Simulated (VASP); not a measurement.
## WS2: single point with PBE

WS2:

```
W S
1.0
     3.18000    0.00000    0.00000
    -1.59000    2.75396    0.00000
     0.00000    0.00000   12.50000
W S
2 4
Cartesian
  1.5900 0.9180 9.3750
  0.0000 1.8360 3.1250
  1.5900 0.9180 4.6875
  0.0000 1.8360 10.9375
  1.5900 0.9180 1.5625
  0.0000 1.8360 7.8125
```

| Property | Result |
| --- | --- |
| Program | VASP 6.6.1 |
| Task | single point |
| Functional | PBE |
| Potentials or basis | VASP PAW PBE potentials, release 64 (W_sv, S) |
| Cutoff | 520 eV |
| k mesh | 10 × 10 × 3 |
| Occupations | gaussian, width 0.012 eV |
| Spin | no spin polarisation |
| Dipole correction | no |
| Further INCAR settings | ALGO = Normal; EDIFF = 1e-07; NBANDS = 35 |

```yaml
Pressure: 2.2 GPa
Largest_force: 0.132 eV/Å
Band_gap_on_the_k_mesh: 1.14 eV (least direct gap 2.09 eV)
```

Forces on the atoms (eV/Å):
```
W    0.000  0.000  0.000
W    0.000  0.000  0.000
S    0.000  0.000  0.132
S    0.000  0.000  0.132
S    0.000  0.000 -0.132
S    0.000  0.000 -0.132
```

Stress tensor (GPa, compression positive):
```
1.62 0.00 0.00
0.00 1.62 0.00
0.00 0.00 3.46
```

Levels at points of the mesh, in eV from the valence-band top:
```
           k point  band 22  band 23  band 24  band 25  band 26  band 27  band 28  band 29  band 30  band 31
(0.00, 0.00, 0.00)    -2.25    -2.25    -1.57    -1.08     0.00     2.26     2.26     2.27     2.27     2.35
(0.50, 0.00, 0.00)    -2.70    -2.01    -1.85    -1.66    -1.50     2.22     2.25     2.57     2.79     3.14
```

Wall time 50 s on 1 thread of Intel(R) Xeon(R) 6975P-C (Granite Rapids), on a shared host, peak memory 0.26 GiB.

Caveat: spin-orbit coupling is left out, which moves the levels of the heavy elements; an odd mesh through Γ misses points on the zone boundary, where band edges can lie; this functional lacks dispersion, which binds the layers, so the pressure and a relaxed spacing across them are unreliable. A hybrid or GW would open this gap; PBE tends to underestimate it.
